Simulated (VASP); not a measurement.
A run of VASP 6.6.1 is set up as follows.

The input POSCAR:

```
CuO
1.0
    2.3261324123     -1.6998144190      0.0000000000
    2.3261324123      1.6998144190      0.0000000000
   -0.8443223728      0.0000000000      5.0239229397
Cu O
2 2
Direct
    0.5000000000      0.0000000000      0.5000000000
    0.0000000000      0.5000000000      0.0000000000
    0.4184000000      0.5816000000      0.7500000000
    0.5816000000      0.4184000000      0.2500000000
```

INCAR.step1

```
SYSTEM = CuO
ALGO = Normal
EDIFF = 1E-4
ENCUT = 520
GGA = PE
ISMEAR = -1
LASPH = .True.
LCHARG = .False.
LREAL = .False.
LWAVE = .True.
NBANDS = 25
NELM = 100
PREC = Accurate
SIGMA = 0.05
```

The input INCAR.step2:

```
SYSTEM = CuO
ALGO = Normal
EDIFF = 1E-6
ENCUT = 520
ISIF = 2
ISMEAR = -1
ISTART = 1
LASPH = .True.
LCHARG = .False.
LMIXTAU = .True.
LREAL = .False.
LWAVE = .False.
METAGGA = R2SCAN
NBANDS = 25
NELM = 100
PREC = Accurate
SIGMA = 0.05
```

KPOINTS

```
k-points
0
Gamma
  10 10 5
  0 0 0
```

Potentials or basis: VASP PAW PBE potentials, release 64 (Cu, O).

Command:

```console
$ cat potpaw_PBE.64/Cu/POTCAR potpaw_PBE.64/O/POTCAR > POTCAR
$ cp INCAR.step1 INCAR
$ mpirun -np 1 vasp_std > vasp.out
$ cp INCAR.step2 INCAR
$ mpirun -np 1 vasp_std > vasp.out
```

(1) Predict the pressure.

(2) What does it give for the largest force?

Answers

(1) 3.6 GPa.

(2) 0.174 eV/Å.

Caveat: the cell stands under pressure; the PAW data sets were made with another functional, which shifts forces and pressure a little.
